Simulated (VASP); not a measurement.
A run of VASP 6.6.1 is set up as follows.

INCAR

```
ALGO = Normal
EDIFF = 1E-7
ENCUT = 520
GGA = PE
ISIF = 2
ISMEAR = -1
LASPH = True
LCHARG = False
LREAL = False
LWAVE = False
NBANDS = 11
NELM = 80
PREC = Accurate
SIGMA = 0.08
```

KPOINTS

```
k-points
0
Gamma
  12 12 12
```

Contents of POSCAR:

```
Si
1.0
    0.0000000000      2.6207552903      2.6207552903
    2.6207552903      0.0000000000      2.6207552903
    2.6207552903      2.6207552903      0.0000000000
Si
2
Direct
   -0.1250000000     -0.1250000000     -0.1250000000
    0.1250000000      0.1250000000      0.1250000000
```

Potentials or basis: VASP PAW PBE potentials, release 64 (Si).

Run with:

```console
$ cat potpaw_PBE.64/Si/POTCAR > POTCAR
$ mpirun -np 1 vasp_std > vasp.out
```

Q: Estimate the pressure.

A: 14.8 GPa.

Q: What does it give for the band gap on the k mesh?

A: 0.36 eV, indirect (least direct gap 2.60 eV).

 A k mesh can miss the band edges.
